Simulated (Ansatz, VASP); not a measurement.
## AlRu in VASP and in Ansatz

```
CELL_PARAMETERS angstrom
3.23341 0.00000 0.00000
0.00000 3.23341 0.00000
0.00000 0.00000 2.52206
ATOMIC_POSITIONS crystal
Al 0.00000 0.00000 0.00000
Ru 0.50000 0.50000 0.50000
```

Alike in both runs: task single point; functional PBEsol; k mesh 22 × 22 × 22; occupations gaussian, width 0.15 eV; no spin polarisation.

|  | VASP | Ansatz |
| --- | --- | --- |
| version | VASP 6.6.1 | Ansatz 0.2.0 |
| potentials or method | VASP PAW PBE potentials, release 64 (Al, Ru_pv), cutoff 520 eV | scalar-relativistic, plane waves, PAW |
| valence electrons in the cell | 17 | 19 |

```tsv
	VASP	Ansatz	Ansatz less VASP
gap on the k mesh at the Fermi level (eV)	none	none	-
pressure (GPa)	10.1	9.9	-0.12
traceless stress, the component that is largest in VASP (GPa)	40.52	40.43	-0.092
```

VASP's potentials were made for PBE, not for PBEsol. A gap of «none» marks a metal or a gap that the smearing closes. With one functional, cell and mesh, what is left measures potentials, basis and numerics. VASP's potentials hold 17 valence electrons a cell and Ansatz's 19, so a difference there can come from the potentials and not from the codes.
